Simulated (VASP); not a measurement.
# ZnS (P6_3mc) in VASP: notebook

The runs below take ZnS through single point, with PBEsol.

Everything below comes from runs of VASP 6.6.1. Logs are shortened: lines on timing, memory, paths and dates and some standing lists are left out, and cuts for length are marked.

## (1) The cell of the first run

Symmetry: P6_3mc, No. 186, hexagonal system. The conventional cell has a = 3.720 Å, b = 3.720 Å, c = 19.230 Å, α = 90.00°, β = 90.00°, γ = 120.00°. Within 3.0 Å of Zn (site symmetry 3m) lie 4 S at 2.29 to 2.41 Å. Zn (site symmetry 3m) has 4 S at 2.11 to 2.41 Å within 2.8 Å. Zn (site symmetry 3m) has 4 S at 2.29 to 2.40 Å within 3.0 Å. Within 3.2 Å of S (site symmetry 3m) lie 4 Zn at 2.41 Å. S (site symmetry 3m) has 4 Zn at 2.11 to 2.29 Å within 2.8 Å. S (site symmetry 3m) has 4 Zn at 2.29 to 2.40 Å within 3.0 Å.

## (2) Single point, PBEsol

Contents of INCAR:

```
PREC = Accurate ; ENCUT = 520
EDIFF = 1E-6 ; ISMEAR = 0
SIGMA = 0.05 ; LREAL = False
LASPH = True ; NELM = 100
ALGO = Normal ; ISIF = 2
LWAVE = False ; LCHARG = False
GGA = PS ; NBANDS = 66
```

Contents of KPOINTS:

```
regular mesh
0
Gamma
  9 9 2
```

Contents of POSCAR:

```
ZnS
1.0
    3.7202335699      0.0000000000      0.0000000000
   -1.8601167849      3.2218167795      0.0000000000
    0.0000000000      0.0000000000     19.2295152993
Zn S
6 6
Direct
    0.0000000000      0.0000000000      0.0000277175
    0.0000000000      0.0000000000      0.5000277175
    0.3333333333      0.6666666667      0.1817880780
    0.6666666667      0.3333333333      0.6817880780
    0.6666666667      0.3333333333      0.3332753580
    0.3333333333      0.6666666667      0.8332753580
    0.0000000000      0.0000000000      0.1251125986
    0.0000000000      0.0000000000      0.6251125986
    0.3333333333      0.6666666667      0.2916367831
    0.6666666667      0.3333333333      0.7916367831
    0.6666666667      0.3333333333      0.4581259436
    0.3333333333      0.6666666667      0.9581259436
```

Potentials or basis: VASP PAW PBE potentials, release 64 (Zn, S).

Run with:

```bash
$ cat potpaw_PBE.64/Zn/POTCAR potpaw_PBE.64/S/POTCAR > POTCAR
$ mpirun -np 1 vasp_std > vasp.out
```

OUTCAR:

```text
PREC = Accurate
   ENCUT = 520
   EDIFF = 1E-6
   ISMEAR = 0
   LREAL = False
   LASPH = True
   NELM = 100
   ISIF = 2
   GGA = PS

 ion  position               nearest neighbor table
   1  0.000  0.000  0.000-  12 2.29  12 2.29  12 2.29   7 2.41
   2  0.000  0.000  0.500-  11 2.29  11 2.29  11 2.29   8 2.41
   3  0.333  0.667  0.182-   9 2.11   7 2.41   7 2.41   7 2.41
   4  0.667  0.333  0.682-  10 2.11   8 2.41   8 2.41   8 2.41
   5  0.667  0.333  0.333-   9 2.29   9 2.29   9 2.29  11 2.40
   6  0.333  0.667  0.833-  10 2.29  10 2.29  10 2.29  12 2.40
   7  0.000  0.000  0.125-   1 2.41   3 2.41   3 2.41   3 2.41
   8  0.000  0.000  0.625-   2 2.41   4 2.41   4 2.41   4 2.41
   9  0.333  0.667  0.292-   3 2.11   5 2.29   5 2.29   5 2.29
  10  0.667  0.333  0.792-   4 2.11   6 2.29   6 2.29   6 2.29
  11  0.667  0.333  0.458-   2 2.29   2 2.29   2 2.29   5 2.40
  12  0.333  0.667  0.958-   1 2.29   1 2.29   1 2.29   6 2.40

  LATTYP: Found a hexagonal cell.
 ALAT       =     3.7202335699
 C/A-ratio  =     5.1689000000

  Lattice vectors:

 A1 = (   3.7202335699,   0.0000000000,   0.0000000000)
 A2 = (  -1.8601167849,   3.2218167795,   0.0000000000)
 A3 = (   0.0000000000,   0.0000000000,  19.2295152993)

Analysis of symmetry for initial positions (statically):
=====================================================================
 Subroutine PRICEL returns:
 Original cell was already a primitive cell.

 Routine SETGRP: Setting up the symmetry group for a
 hexagonal supercell.

 Subroutine GETGRP returns: Found 12 space group operations
 (whereof  6 operations were pure point group operations)
 out of a pool of 24 trial point group operations.

The static configuration has the point symmetry C_3v.
 The point group associated with its full space group is C_6v.

Analysis of symmetry for dynamics (positions and initial velocities):
=====================================================================
 Subroutine PRICEL returns:
 Original cell was already a primitive cell.

 Routine SETGRP: Setting up the symmetry group for a
 hexagonal supercell.

 Subroutine GETGRP returns: Found 12 space group operations
 (whereof  6 operations were pure point group operations)
 out of a pool of 24 trial point group operations.

The dynamic configuration has the point symmetry C_3v.
 The point group associated with its full space group is C_6v.

 Subroutine INISYM returns: Found 12 space group operations
 (whereof  6 operations are pure point group operations),
 and found     1 'primitive' translations

----------------------------------------------------------------------------------------

                                     Primitive cell

  volume of cell :     230.4833

  direct lattice vectors                    reciprocal lattice vectors
     3.720233570  0.000000000  0.000000000     0.268800327  0.155191941  0.000000000
    -1.860116785  3.221816780  0.000000000     0.000000000  0.310383882  0.000000000
     0.000000000  0.000000000 19.229515299     0.000000000  0.000000000  0.052003391

  length of vectors
     3.720233570  3.720233570 19.229515299     0.310383882  0.310383882  0.052003391

  position of ions in fractional coordinates (direct lattice)
     0.000000000  0.000000000  0.000027717
     0.000000000  0.000000000  0.500027717
     0.333333333  0.666666667  0.181788078
     0.666666667  0.333333333  0.681788078
     0.666666667  0.333333333  0.333275358
     0.333333333  0.666666667  0.833275358
     0.000000000  0.000000000  0.125112599
     0.000000000  0.000000000  0.625112599
     0.333333333  0.666666667  0.291636783
     0.666666667  0.333333333  0.791636783
     0.666666667  0.333333333  0.458125944
     0.333333333  0.666666667  0.958125944

  ion indices of the primitive-cell ions
   primitive index   ion index
                 1           1
                 2           2
                 3           3
                 4           4
                 5           5
                 6           6
                 7           7
                 8           8
                 9           9
                10          10
                11          11
                12          12

----------------------------------------------------------------------------------------

 KPOINTS: regular mesh

Automatic generation of k-mesh.
 Grid dimensions read from file:
 generate k-points for:    9    9    2

 Generating k-lattice:

  Cartesian coordinates                     Fractional coordinates (reciprocal lattice)
     0.029866703  0.017243549  0.000000000     0.111111111 -0.000000000  0.000000000
     0.000000000  0.034487098  0.000000000     0.000000000  0.111111111  0.000000000
     0.000000000  0.000000000  0.026001695     0.000000000  0.000000000  0.500000000

  Length of vectors
     0.034487098  0.034487098  0.026001695

  Shift w.r.t. Gamma in fractional coordinates (k-lattice)
     0.000000000  0.000000000  0.000000000

 Subroutine IBZKPT returns following result:
 ===========================================

 Found     24 irreducible k-points:

 Following reciprocal coordinates:
            Coordinates               Weight
  0.000000  0.000000  0.000000      1.000000
  0.111111 -0.000000  0.000000      6.000000
  0.222222  0.000000  0.000000      6.000000
  0.333333 -0.000000  0.000000      6.000000
  0.444444  0.000000  0.000000      6.000000
  0.111111  0.111111  0.000000      6.000000
[... 16 lines left out ...]
  0.333333  0.222222  0.500000     12.000000
  0.333333  0.333333  0.500000      2.000000
   k-points           NKPTS =     24   k-points in BZ     NKDIM =     24   number of bands    NBANDS=     66
   number of dos      NEDOS =    301   number of ions     NIONS =     12
   total plane-waves  NPLWV = 112896
   dimension x,y,z NGX =    28 NGY =   28 NGZ =  144
   dimension x,y,z NGXF=    56 NGYF=   56 NGZF=  288
   ions per type =               6   6
   NGX,Y,Z   is equivalent  to a cutoff of  12.51, 12.51, 12.45 a.u.
   NGXF,Y,Z  is equivalent  to a cutoff of  25.02, 25.02, 24.90 a.u.
 SYSTEM =  unknown system
   PREC   = accura    normal or accurate (medium, high low for compatibility)
   ISTART =      0    job   : 0-new  1-cont  2-samecut
   ICHARG =      2    charge: 1-file 2-atom 10-const
   ISPIN  =      1    spin polarized calculation?
   LNONCOLLINEAR =      F non collinear calculations
   LSORBIT =      F    spin-orbit coupling
   LASPH  =      T    aspherical Exc in radial PAW
   ENCUT  =  520.0 eV  38.22 Ry    6.18 a.u.   6.92  6.92 35.75*2*pi/ulx,y,z
   NELM   =    100;   NELMIN=  2; NELMDL= -5     # of ELM steps
   EDIFF  = 0.1E-05   stopping-criterion for ELM
   LREAL  =      F    real-space projection
   EDIFFG = 0.1E-04   stopping-criterion for IOM
   NSW    =      0    number of steps for IOM
   IBRION =     -1    ionic relax: 0-MD 1-quasi-New 2-CG
   NFREE  =      0    steps in history (QN), initial steepest desc. (CG)
   ISIF   =      2    stress and relaxation
   ISYM   =      2    0-nonsym 1-usesym 2-fastsym
   POTIM  = 0.5000    time-step for ionic-motion
   TEBEG  =    0.0;   TEEND  =   0.0 temperature during run
   PSTRESS=    0.0 pullay stress
   NELECT =     108.0000    total number of electrons
   NUPDOWN=      -1.0000    fix difference up-down
   EMIN   =  10.00;   EMAX   =-10.00  energy-range for DOS
   EFERMI =   0.00;   METHOD = LEGACY
   ISMEAR =     0;   SIGMA  =   0.05  broadening in eV -4-tet -1-fermi 0-gaus
   EFERMI_NEDOS =   21; number of points for ismear=-14 and -15
   IALGO  =     38    algorithm
   IMIX   =      4    mixing-type and parameters
     AMIX     =   0.40;   BMIX     =  1.00
     AMIX_MAG =   1.60;   BMIX_MAG =  1.00
  volume/ion in A,a.u.               =      19.21       129.61
  Fermi-wavevector in a.u.,A,eV,Ry     =   1.271558  2.402897 21.998724  1.616861
  Thomas-Fermi vector in A             =   2.404485
   LORBIT       =      0    0 simple, 1 ext, 2 COOP (PROOUT), +10 PAW based schemes
   GGA     = PS    functional components
   LHFCALC =     F    Hartree Fock is set to
   AEXX    =    0.0000 exact exchange contribution
   IVDW    =     0    specifies the selected vdW correction
   LEPSILON=     F    determine dielectric tensor
   LRPA    =     F    only Hartree local field effects (RPA)
 non-spin polarized calculation
 Gauss-broadening in eV      SIGMA  =   0.05
  energy-cutoff  :      520.00
  volume of cell :      230.48
 maximum number of plane-waves:      6226
 NGX is ok and might be reduce to    28
   NGX = 13   NGY = 13   NGZ = 71

 number of electron     108.0000019 magnetization

 Free energy of the ion-electron system (eV)
  ---------------------------------------------------
  ext. energy  EPLUGINS =         0.00000000
  ---------------------------------------------------
  free energy    TOTEN  =       -44.71384843 eV

  energy without entropy =      -44.71384843  energy(sigma->0) =      -44.71384843

 E-fermi :   2.9192     XC(G=0):  -9.9795

 val. band max:        2.6919175085   @ k =   0.0000   0.0000   0.0000
 cond. band min:       4.2377860549   @ k =   0.0000   0.0000   0.0000
 fundamental gap:      1.5458685464
 Fermi energy:         2.9191594622

 k-point     1 :       0.0000    0.0000    0.0000
  band No.  band energies     occupation
      1     -11.5584      2.00000
      2     -11.5405      2.00000
      3     -10.7365      2.00000
      4     -10.6810      2.00000
      5      -9.7476      2.00000
      6      -9.6997      2.00000
[... 58 lines left out ...]
     65       8.6324      0.00000
     66       8.6729      0.00000

 k-point     2 :       0.1111   -0.0000    0.0000
  band No.  band energies     occupation
      1     -11.4762      2.00000
      2     -11.4600      2.00000
      3     -10.6559      2.00000
      4     -10.6058      2.00000
      5      -9.6757      2.00000
      6      -9.6330      2.00000
[... 1576 lines left out ...]
     65       8.8487      0.00000
     66       8.8487      0.00000

------------------------ aborting loop because EDIFF is reached ----------------------------------------

  FORCE on cell =-STRESS in cart. coord.  units (eV):
  Direction    XX          YY          ZZ          XY          YZ          ZX
  --------------------------------------------------------------------------------------
  -------------------------------------------------------------------------------------
  Total        2.1741119      2.1741119     -0.8364744      0.0000000      0.0000000      0.0000000
  in kB       15.1130839     15.1130839     -5.8146539      0.0000000      0.0000000      0.0000000
  external PRESSURE =       8.1371713 kB  Pullay stress =       0.0000000 kB

 VOLUME and BASIS-vectors are now :
 -----------------------------------------------------------------------------
  energy-cutoff  :      520.00
  volume of cell :      230.48
      direct lattice vectors                 reciprocal lattice vectors
     3.720233570  0.000000000  0.000000000     0.268800327  0.155191941  0.000000000
    -1.860116785  3.221816780  0.000000000     0.000000000  0.310383882  0.000000000
     0.000000000  0.000000000 19.229515299     0.000000000  0.000000000  0.052003391

 POSITION                                       TOTAL-FORCE (eV/Angst)
 -----------------------------------------------------------------------------------
      0.00000      0.00000      0.00053        -0.000000      0.000000      0.616590
      0.00000      0.00000      9.61529         0.000000     -0.000000      0.616590
     -0.00000      2.14788      3.49570         0.000000     -0.000000     -2.976052
      1.86012      1.07394     13.11045        -0.000000      0.000000     -2.976052
      1.86012      1.07394      6.40872         0.000000     -0.000000      0.673896
     -0.00000      2.14788     16.02348        -0.000000      0.000000      0.673896
      0.00000      0.00000      2.40585         0.000000     -0.000000      0.594475
      0.00000      0.00000     12.02061         0.000000     -0.000000      0.594475
     -0.00000      2.14788      5.60803        -0.000000      0.000000      1.635794
      1.86012      1.07394     15.22279         0.000000     -0.000000      1.635794
      1.86012      1.07394      8.80954        -0.000000     -0.000000     -0.544702
     -0.00000      2.14788     18.42430         0.000000     -0.000000     -0.544702
 -----------------------------------------------------------------------------------
    total drift:                               -0.000003     -0.000005     -0.003734

  FREE ENERGIE OF THE ION-ELECTRON SYSTEM (eV)
  ---------------------------------------------------
  free  energy   TOTEN  =       -44.7138484303 eV

  energy  without entropy=      -44.7138484303  energy(sigma->0) =      -44.71384843
```

It took 13 min on 1 thread of Oxide Virtual Turin-like, shared host; peak memory 0.44 GiB.

What came out:

- Free energy: -44.7138 eV
- Pressure: 0.8 GPa
- Largest force: 2.976 eV/Å
- Band gap on the k mesh: 1.55 eV

Forces in eV/Å, atoms in the order of the input:
```
Zn   0.000  0.000  0.617
Zn   0.000  0.000  0.617
Zn   0.000  0.000 -2.976
Zn   0.000  0.000 -2.976
Zn   0.000  0.000  0.674
Zn   0.000  0.000  0.674
S    0.000  0.000  0.594
S    0.000  0.000  0.594
S    0.000  0.000  1.636
S    0.000  0.000  1.636
S    0.000  0.000 -0.545
S    0.000  0.000 -0.545
```

Levels at points of the mesh, in eV from the valence-band top:
| k point | band 51 | band 52 | band 53 | band 54 | band 55 | band 56 | band 57 | band 58 |
| --- | --- | --- | --- | --- | --- | --- | --- | --- |
| (0.00, 0.00, 0.00) | -0.06 | -0.06 | 0.00 | 0.00 | 1.55 | 2.53 | 2.98 | 2.99 |
| (0.00, 0.00, 0.50) | -0.03 | -0.03 | -0.03 | -0.03 | 2.05 | 2.05 | 2.98 | 2.98 |

Caveat: the PAW data sets were made with another functional, which shifts forces and pressure a little.

[end of part 1 of 2]
